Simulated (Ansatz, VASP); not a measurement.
Au in VASP and in Ansatz

```xyz
2
Lattice="2.9000 0.0000 0.0000 -1.4500 2.5115 0.0000 0.0000 0.0000 4.8800" Properties=species:S:1:pos:R:3 pbc="T T T"
Au    1.4853    0.8841    1.2259
Au   -0.0274    1.6658    3.6818
```

Change from the starting cell: atoms moved at random, drawn with an rms of 0.05 Å.

Alike in both runs: task single point; functional PBEsol; k mesh 11 × 11 × 6; occupations fermi-dirac, width 0.05 eV; no spin polarisation.

|  | VASP | Ansatz |
| --- | --- | --- |
| version | VASP 6.6.1 | Ansatz 0.2.0 |
| potentials or method | VASP PAW PBE potentials, release 64 (Au), cutoff 520 eV | all-electron LAPW, scalar-relativistic |

|  | VASP | Ansatz | Ansatz less VASP |
| --- | --- | --- | --- |
| gap on the k mesh at the Fermi level (eV) | none | none | - |
| pressure (GPa) | -6.6 | -6.4 | +0.21 |
| traceless stress, the component that is largest in VASP (GPa) | 0.21 | 0.22 | +0.009 |
| rms of the force components (eV/Å) | 0.050 | 0.050 | +0.0001 |

VASP's potentials were made for PBE, not for PBEsol. Atom by atom the forces differ by 0.001 eV/Å (rms over components). A gap of «none» marks a metal or a gap that the smearing closes. Ansatz ran all-electron here, and VASP with PAW potentials.

Neither program's run includes spin-orbit coupling.
